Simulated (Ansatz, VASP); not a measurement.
**Two plane-wave programs on BeTe**

Contents of INCAR:

```
SYSTEM = BeTe
PREC = Accurate
ENCUT = 600
EDIFF = 1E-6
ISMEAR = 0
SIGMA = 0.05
LREAL = .False.
LASPH = .True.
NELM = 120
ALGO = Normal
ISIF = 2
LWAVE = .False.
LCHARG = .False.
GGA = CA
NBANDS = 11
GGA_COMPAT = .False.
```

KPOINTS

```
Automatic mesh
0
Gamma
  6 6 6
  0 0 0
```

Contents of POSCAR:

```
BeTe
1.0
    0.0000000000      2.8202441473      2.8202441473
    2.8202441473      0.0000000000      2.8202441473
    2.8202441473      2.8202441473      0.0000000000
Be Te
1 1
Direct
    0.0000000000      0.0000000000      0.0000000000
    0.2500000000      0.2500000000      0.2500000000
```

Input for Ansatz:

```yaml
crystal:
  lattice:
    - [0.0, 2.8202441473, 2.8202441473]
    - [2.8202441473, 0.0, 2.8202441473]
    - [2.8202441473, 2.8202441473, 0.0]
  atoms:
    - { symbol: Be, position: [0.0, 0.0, 0.0] }
    - { symbol: Te, position: [0.25, 0.25, 0.25] }
basis:
  ecutwfc: 420
kpoints:
  mp_grid: { grid: [6, 6, 6] }
hamiltonian:
  xc: lda
scf:
  occupations: { method: gaussian, width: 0.05 }
output:
  forces: true
  stress: true
  eigenvalues: true
```

Alike in both runs: task single point; functional LDA; k mesh 6 × 6 × 6; occupations gaussian, width 0.05 eV; no spin polarisation.

|  | VASP | Ansatz |
| --- | --- | --- |
| version | VASP 6.6.1 | Ansatz 0.2.0 |
| potentials or method | VASP PAW LDA potentials, release 64 (Be, Te), cutoff 600 eV | scalar-relativistic, plane waves, PAW |
| valence electrons in the cell | 8 | 18 |

VASP gave:

| Quantity | Value |
| --- | --- |
| gap on the k mesh at the Fermi level (eV) | 1.88 |
| least direct gap on the mesh (eV) | 3.59 |
| pressure (GPa) | -2.4 |

Task: Estimate Ansatz's values.

Result: gap on the k mesh at the Fermi level (eV): 1.90; least direct gap on the mesh (eV): 3.62; pressure (GPa): -2.6.

LDA's correlation is that of Perdew and Zunger in VASP and of Perdew and Wang (1992) in Ansatz. VASP's potentials hold 8 valence electrons a cell and Ansatz's 18, so a difference there can come from the potentials and not from the codes.

Spin-orbit coupling is off throughout.
